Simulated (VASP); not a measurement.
# BeS (F-43m) in VASP: further runs

The runs below take BeS through single point, relaxation of cell and atoms, with LDA.

Everything below comes from runs of VASP 6.6.1. Logs are shortened: lines on timing, memory, paths and dates and some standing lists are left out, and cuts for length are marked.

## Step 1: The cell of the first run

It takes space group F-43m (No. 216, cubic). Conventional cell: a = 4.796 Å, b = 4.796 Å, c = 4.796 Å, α = 90.00°, β = 90.00°, γ = 90.00°. Within 2.7 Å of Be (site symmetry -43m) lie 4 S at 2.08 Å. S (site symmetry -43m) has 4 Be at 2.08 Å within 2.7 Å.

## Step 2: Single point, LDA

File INCAR:

```
PREC     = Accurate       # precision mode
ENCUT    = 520            # plane-wave cutoff, eV
EDIFF    = 1E-6           # SCF threshold, eV
ISMEAR   = -1             # smearing method
SIGMA    = 0.1            # smearing width, eV
LREAL    = False          # projectors in reciprocal space
LASPH    = True           # aspherical terms in the spheres
NELM     = 60             # most SCF steps
ALGO     = Normal         # electronic algorithm
ISIF     = 2              # what is computed and relaxed
LWAVE    = False          # write WAVECAR
LCHARG   = True           # write CHGCAR
GGA      = CA             # functional
LELF     = True           # ELF
LVHAR    = True         
NBANDS   = 11             # bands
```

File KPOINTS:

```
regular mesh
0
Gamma
  18 18 18
```

File POSCAR:

```
BeS
1.0
    0.0000000000      2.3981669820      2.3981669820
    2.3981669820      0.0000000000      2.3981669820
    2.3981669820      2.3981669820      0.0000000000
Be S
1 1
Direct
    0.0000000000      0.0000000000      0.0000000000
    0.7500000000      0.7500000000      0.7500000000
```

Potentials or basis: VASP PAW LDA potentials, release 64 (Be, S).

Command:

```console
> cat potpaw_LDA.64/Be/POTCAR potpaw_LDA.64/S/POTCAR > POTCAR
> mpirun -np 1 vasp_std > vasp.out
```

OUTCAR:

```text
PREC = Accurate
   ENCUT = 520
   EDIFF = 1E-6
   ISMEAR = -1
   LREAL = False
   LASPH = True
   NELM = 60
   ISIF = 2
   GGA = CA

 ion  position               nearest neighbor table
   1  0.000  0.000  0.000-   2 2.08   2 2.08   2 2.08   2 2.08
   2  0.750  0.750  0.750-   1 2.08   1 2.08   1 2.08   1 2.08

  LATTYP: Found a face centered cubic cell.
 ALAT       =     4.7963339640

  Lattice vectors:

 A1 = (   0.0000000000,   2.3981669820,   2.3981669820)
 A2 = (   2.3981669820,   0.0000000000,   2.3981669820)
 A3 = (   2.3981669820,   2.3981669820,   0.0000000000)

Analysis of symmetry for initial positions (statically):
=====================================================================
 Subroutine PRICEL returns:
 Original cell was already a primitive cell.

 Routine SETGRP: Setting up the symmetry group for a
 face centered cubic supercell.

 Subroutine GETGRP returns: Found 24 space group operations
 (whereof 24 operations were pure point group operations)
 out of a pool of 48 trial point group operations.

The static configuration has the point symmetry T_d .

Analysis of symmetry for dynamics (positions and initial velocities):
=====================================================================
 Subroutine PRICEL returns:
 Original cell was already a primitive cell.

 Routine SETGRP: Setting up the symmetry group for a
 face centered cubic supercell.

 Subroutine GETGRP returns: Found 24 space group operations
 (whereof 24 operations were pure point group operations)
 out of a pool of 48 trial point group operations.

The dynamic configuration has the point symmetry T_d .

 Subroutine INISYM returns: Found 24 space group operations
 (whereof 24 operations are pure point group operations),
 and found     1 'primitive' translations

----------------------------------------------------------------------------------------

                                     Primitive cell

  volume of cell :      27.5847

  direct lattice vectors                    reciprocal lattice vectors
     0.000000000  2.398166982  2.398166982    -0.208492571  0.208492571  0.208492571
     2.398166982  0.000000000  2.398166982     0.208492571 -0.208492571  0.208492571
     2.398166982  2.398166982  0.000000000     0.208492571  0.208492571 -0.208492571

  length of vectors
     3.391520271  3.391520271  3.391520271     0.361119726  0.361119726  0.361119726

  position of ions in fractional coordinates (direct lattice)
     0.000000000  0.000000000  0.000000000
     0.750000000  0.750000000  0.750000000

  ion indices of the primitive-cell ions
   primitive index   ion index
                 1           1
                 2           2

----------------------------------------------------------------------------------------

 KPOINTS: regular mesh

Automatic generation of k-mesh.
 Grid dimensions read from file:
 generate k-points for:   18   18   18

 Generating k-lattice:

  Cartesian coordinates                     Fractional coordinates (reciprocal lattice)
    -0.011582921  0.011582921  0.011582921     0.055555556  0.000000000  0.000000000
     0.011582921 -0.011582921  0.011582921     0.000000000  0.055555556  0.000000000
     0.011582921  0.011582921 -0.011582921     0.000000000  0.000000000  0.055555556

  Length of vectors
     0.020062207  0.020062207  0.020062207

  Shift w.r.t. Gamma in fractional coordinates (k-lattice)
     0.000000000  0.000000000  0.000000000

 Subroutine IBZKPT returns following result:
 ===========================================

 Found    195 irreducible k-points:

 Following reciprocal coordinates:
            Coordinates               Weight
  0.000000  0.000000  0.000000      1.000000
  0.055556  0.000000  0.000000      8.000000
  0.111111  0.000000  0.000000      8.000000
  0.166667  0.000000  0.000000      8.000000
  0.222222  0.000000  0.000000      8.000000
  0.277778  0.000000  0.000000      8.000000
[... 16 lines left out ...]
 -0.277778  0.055556  0.000000     24.000000
 -0.222222  0.055556  0.000000     24.000000
 [... further k-points ...]
   k-points           NKPTS =    195   k-points in BZ     NKDIM =    195   number of bands    NBANDS=     11
   number of dos      NEDOS =    301   number of ions     NIONS =      2
   total plane-waves  NPLWV =  21952
   dimension x,y,z NGX =    28 NGY =   28 NGZ =   28
   dimension x,y,z NGXF=    56 NGYF=   56 NGZF=   56
   ions per type =               1   1
   NGX,Y,Z   is equivalent  to a cutoff of  13.73, 13.73, 13.73 a.u.
   NGXF,Y,Z  is equivalent  to a cutoff of  27.45, 27.45, 27.45 a.u.
 SYSTEM =  unknown system
   PREC   = accura    normal or accurate (medium, high low for compatibility)
   ISTART =      0    job   : 0-new  1-cont  2-samecut
   ICHARG =      2    charge: 1-file 2-atom 10-const
   ISPIN  =      1    spin polarized calculation?
   LNONCOLLINEAR =      F non collinear calculations
   LSORBIT =      F    spin-orbit coupling
   LASPH  =      T    aspherical Exc in radial PAW
   ENCUT  =  520.0 eV  38.22 Ry    6.18 a.u.   6.31  6.31  6.31*2*pi/ulx,y,z
   NELM   =     60;   NELMIN=  2; NELMDL= -5     # of ELM steps
   EDIFF  = 0.1E-05   stopping-criterion for ELM
   LREAL  =      F    real-space projection
   EDIFFG = 0.1E-04   stopping-criterion for IOM
   NSW    =      0    number of steps for IOM
   IBRION =     -1    ionic relax: 0-MD 1-quasi-New 2-CG
   NFREE  =      0    steps in history (QN), initial steepest desc. (CG)
   ISIF   =      2    stress and relaxation
   ISYM   =      2    0-nonsym 1-usesym 2-fastsym
   POTIM  = 0.5000    time-step for ionic-motion
   TEBEG  =    0.0;   TEEND  =   0.0 temperature during run
   PSTRESS=    0.0 pullay stress
   NELECT =       8.0000    total number of electrons
   NUPDOWN=      -1.0000    fix difference up-down
   EMIN   =  10.00;   EMAX   =-10.00  energy-range for DOS
   EFERMI =   0.00;   METHOD = LEGACY
   ISMEAR =    -1;   SIGMA  =   0.10  broadening in eV -4-tet -1-fermi 0-gaus
   EFERMI_NEDOS =   21; number of points for ismear=-14 and -15
   IALGO  =     38    algorithm
   IMIX   =      4    mixing-type and parameters
     AMIX     =   0.40;   BMIX     =  1.00
     AMIX_MAG =   1.60;   BMIX_MAG =  1.00
  volume/ion in A,a.u.               =      13.79        93.08
  Fermi-wavevector in a.u.,A,eV,Ry     =   1.083633  2.047769 15.976773  1.174260
  Thomas-Fermi vector in A             =   2.219703
   LORBIT       =      0    0 simple, 1 ext, 2 COOP (PROOUT), +10 PAW based schemes
   GGA     = CA    functional components
   LHFCALC =     F    Hartree Fock is set to
   AEXX    =    0.0000 exact exchange contribution
   IVDW    =     0    specifies the selected vdW correction
   LEPSILON=     F    determine dielectric tensor
   LRPA    =     F    only Hartree local field effects (RPA)
 non-spin polarized calculation
  energy-cutoff  :      520.00
  volume of cell :       27.58
 maximum number of plane-waves:       757
 NGX is ok and might be reduce to    28
   NGX = 13   NGY = 13   NGZ = 13

 number of electron       8.0000001 magnetization

 Free energy of the ion-electron system (eV)
  ---------------------------------------------------
  ext. energy  EPLUGINS =         0.00000000
  ---------------------------------------------------
  free energy    TOTEN  =       -11.14257393 eV

  energy without entropy =      -11.14257391  energy(sigma->0) =      -11.14257392

 E-fermi :   5.8666     XC(G=0): -10.1227

 val. band max:        4.3808061074   @ k =   0.0000   0.0000   0.0000
 cond. band min:       7.2120834029   @ k =   0.5000   0.5000   0.0000
 fundamental gap:      2.8312772954
 Fermi energy:         5.8665540412

 k-point     1 :       0.0000    0.0000    0.0000
  band No.  band energies     occupation
      1      -9.5032      2.00000
      2       4.3808      2.00000
      3       4.3808      2.00000
      4       4.3808      2.00000
      5       9.9091      0.00000
      6       9.9091      0.00000
      7       9.9091      0.00000
      8      10.3416      0.00000
      9      17.2612      0.00000
     10      17.2612      0.00000
     11      19.2484      0.00000

 k-point     2 :       0.0556    0.0000    0.0000
  band No.  band energies     occupation
      1      -9.4658      2.00000
      2       4.0848      2.00000
      3       4.3341      2.00000
      4       4.3341      2.00000
      5       9.9022      0.00000
      6       9.9922      0.00000
      7       9.9922      0.00000
      8      10.6501      0.00000
      9      17.0440      0.00000
     10      17.0440      0.00000
     11      19.1912      0.00000

 k-point     3 :       0.1111    0.0000    0.0000
  band No.  band energies     occupation
      1      -9.3552      2.00000
      2       3.3459      2.00000
      3       4.2073      2.00000
      4       4.2073      2.00000
      5       9.8986      0.00000
      6      10.2144      0.00000
      7      10.2144      0.00000
      8      11.4029      0.00000
      9      16.6112      0.00000
     10      16.6112      0.00000
     11      19.0215      0.00000

 k-point     4 :       0.1667    0.0000    0.0000
  band No.  band energies     occupation
      1      -9.1760      2.00000
      2       2.4036      2.00000
      3       4.0312      2.00000
      4       4.0312      2.00000
      5       9.8978      0.00000
      6      10.5018      0.00000
      7      10.5018      0.00000
      8      12.3421      0.00000
      9      16.2592      0.00000
     10      16.2592      0.00000
     11      18.7867      0.00000
[... 239 lines left out ...]
 k-point    22 :      -0.3333    0.0556    0.0000
  band No.  band energies     occupation
      1      -8.2250      2.00000
      2      -0.6070      2.00000
      3       3.1454      2.00000
      4       3.5345      2.00000
      5      10.0405      0.00000
      6      10.9028      0.00000
      7      11.0163      0.00000
      8      14.7630      0.00000
      9      16.6396      0.00000
     10      18.0828      0.00000
     11      18.9072      0.00000

 k-point    23 :      -0.2778    0.0556    0.0000
  band No.  band energies     occupation
      1      -8.5248      2.00000
      2       0.1826      2.00000
      3       3.2578      2.00000
      4       3.7142      2.00000
      5      10.0472      0.00000
      6      10.8526      0.00000
      7      11.0810      0.00000
      8      14.1528      0.00000
      9      15.9559      0.00000
     10      17.4145      0.00000
     11      18.7424      0.00000

 k-point    24 :      -0.2222    0.0556    0.0000
  band No.  band energies     occupation
      1      -8.8165      2.00000
      2       1.0909      2.00000
      3       3.4177      2.00000
      4       3.9097      2.00000
      5      10.0434      0.00000
      6      10.7067      0.00000
      7      11.0260      0.00000
      8      13.4488      0.00000
      9      15.6181      0.00000
     10      16.8640      0.00000
     11      18.8384      0.00000

 [... further k-points ...]

------------------------ aborting loop because EDIFF is reached ----------------------------------------

  FORCE on cell =-STRESS in cart. coord.  units (eV):
  Direction    XX          YY          ZZ          XY          YZ          ZX
  --------------------------------------------------------------------------------------
  -------------------------------------------------------------------------------------
  Total        0.0053275      0.0053275      0.0053275      0.0000000      0.0000000      0.0000000
  in kB        0.3094329      0.3094329      0.3094329      0.0000000      0.0000000      0.0000000
  external PRESSURE =       0.3094329 kB  Pullay stress =       0.0000000 kB

 VOLUME and BASIS-vectors are now :
 -----------------------------------------------------------------------------
  energy-cutoff  :      520.00
  volume of cell :       27.58
      direct lattice vectors                 reciprocal lattice vectors
     0.000000000  2.398166982  2.398166982    -0.208492571  0.208492571  0.208492571
     2.398166982  0.000000000  2.398166982     0.208492571 -0.208492571  0.208492571
     2.398166982  2.398166982  0.000000000     0.208492571  0.208492571 -0.208492571

 POSITION                                       TOTAL-FORCE (eV/Angst)
 -----------------------------------------------------------------------------------
      0.00000      0.00000      0.00000         0.000000      0.000000      0.000000
      3.59725      3.59725      3.59725        -0.000000     -0.000000     -0.000000
 -----------------------------------------------------------------------------------
    total drift:                               -0.000000     -0.000000     -0.000000

  FREE ENERGIE OF THE ION-ELECTRON SYSTEM (eV)
  ---------------------------------------------------
  free  energy   TOTEN  =       -11.1425739280 eV

  energy  without entropy=      -11.1425739075  energy(sigma->0) =      -11.14257392
```

It took 37 s on 1 thread of Intel Xeon Platinum 8488C (Sapphire Rapids), shared host; peak memory 0.17 GiB.

What came out:

| Quantity | Value |
| --- | --- |
| Free energy | -11.1426 eV |
| Pressure | 0.0 GPa |
| Band gap on the k mesh | 2.83 eV (least direct gap 5.52 eV) |

A k mesh can miss the band edges.

## Step 3: Relaxation of cell and atoms, LDA

This run uses another cell than the first one, of 14.26 Å³/atom.

File INCAR:

```
PREC     = Accurate       # precision mode
ENCUT    = 600            # plane-wave cutoff, eV
EDIFF    = 1E-7           # SCF threshold, eV
ISMEAR   = -1             # smearing method
SIGMA    = 0.1            # smearing width, eV
LREAL    = False          # projectors in reciprocal space
LASPH    = True           # aspherical terms in the spheres
NELM     = 100            # most SCF steps
ALGO     = Normal         # electronic algorithm
ISIF     = 3              # what is computed and relaxed
LWAVE    = False          # write WAVECAR
LCHARG   = False          # write CHGCAR
GGA      = CA             # functional
IBRION   = 2              # ionic algorithm
NSW      = 100            # ionic steps
EDIFFG   = -0.002         # ionic threshold
```

KPOINTS is that of step 2.

File POSCAR:

```
BeS
1.0
    0.0000000000      2.4250000000      2.4250000000
    2.4250000000      0.0000000000      2.4250000000
    2.4250000000      2.4250000000      0.0000000000
Be S
1 1
Direct
    0.0000000000      0.0000000000      0.0000000000
    0.7500000000      0.7500000000      0.7500000000
```

Potentials or basis: VASP PAW LDA potentials, release 64 (Be, S).

Command:

```console
> cat potpaw_LDA.64/Be/POTCAR potpaw_LDA.64/S/POTCAR > POTCAR
> mpirun -np 1 vasp_std > vasp.out
```

Run time: 60 s. Hardware: 1 thread of Intel Xeon Platinum 8488C (Sapphire Rapids), shared host; peak memory 0.18 GiB.

It converged, with:

```yaml
Free_energy: -11.1429 eV
Relaxed_volume: 13.80 Å³/atom
Relaxed_cell: a = 3.392 Å, b = 3.392 Å, c = 3.392 Å, α = 60.00°, β = 60.00°, γ = 60.00°
Space_group_after_relaxing_to_0.1_Å: F-43m (No. 216)
Energy_gained_by_relaxing: 4.6 meV/atom
Ionic_steps: 3
Pressure_after_relaxing: 0.0 GPa
Band_gap_on_the_k_mesh: 2.83 eV (least direct gap 5.52 eV)
```

Step by step:
```csv
step,energy change (eV),largest force (eV/Å),pressure (GPa),volume (Å³)
1,0.0000,0.0000,-3.14,28.52
2,-0.0087,0.0000,0.83,27.38
3,-0.0093,0.0000,0.00,27.60
```

Final structure:
```yaml
crystal:
  lattice:
    - [0.00000, 2.39862, 2.39862]
    - [2.39862, 0.00000, 2.39862]
    - [2.39862, 2.39862, 0.00000]
  atoms:
    - { symbol: Be, position: [0.00000, 0.00000, 0.00000] }
    - { symbol: S, position: [0.75000, 0.75000, 0.75000] }
```

Levels at points of the mesh, in eV from the valence-band top:
```tsv
k point	band 1	band 2	band 3	band 4	band 5	band 6	band 7	band 8
(0.00, 0.00, 0.00)	-13.88	0.00	0.00	0.00	5.53	5.53	5.53	5.96
(0.50, 0.00, 0.00)	-12.16	-6.06	-1.09	-1.09	5.48	6.43	6.43	11.07
(0.50, 0.50, 0.00)	-11.58	-5.21	-2.79	-2.79	2.83	4.77	12.88	12.88
```

A k mesh can miss the band edges. LDA usually gives volumes a few per cent too small.
